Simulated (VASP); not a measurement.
Ir, 1 atom in the cell. It takes space group Fm-3m (No. 225, cubic). The conventional cell has a = 3.779 Å, b = 3.779 Å, c = 3.779 Å, α = 90.00°, β = 90.00°, γ = 90.00°. Within 3.5 Å of Ir (site symmetry m-3m) lie 12 Ir at 2.67 Å. 

```yaml
Program: VASP 6.6.1
Task: single point
Functional: r2SCAN
Potentials_or_basis: VASP PAW PBE potentials, release 64 (Ir)
Cutoff: 520 eV
k_mesh: 12 × 12 × 12
Occupations: fermi-dirac, width 0.05 eV
Spin: no spin polarisation
Dipole_correction: no
Further_INCAR_settings: ALGO = Normal; EDIFF = 1e-06; NBANDS = 10
```

Potentials or basis: VASP PAW PBE potentials, release 64 (Ir).

Command:

```bash
$ cat potpaw_PBE.64/Ir/POTCAR > POTCAR
$ cp INCAR.step1 INCAR
$ mpirun -np 1 vasp_std > vasp.out
$ cp INCAR.step2 INCAR
$ mpirun -np 1 vasp_std > vasp.out
```

Hardware: 1 thread of Intel(R) Xeon(R) Platinum 8559C (Emerald Rapids) (shared host).

**Question.** How long does it take, and how much memory?

**Answer.** It took 21 s on 1 thread of Intel(R) Xeon(R) Platinum 8559C (Emerald Rapids), with other jobs on the host, peak memory 0.13 GiB. Counts: k points 72.
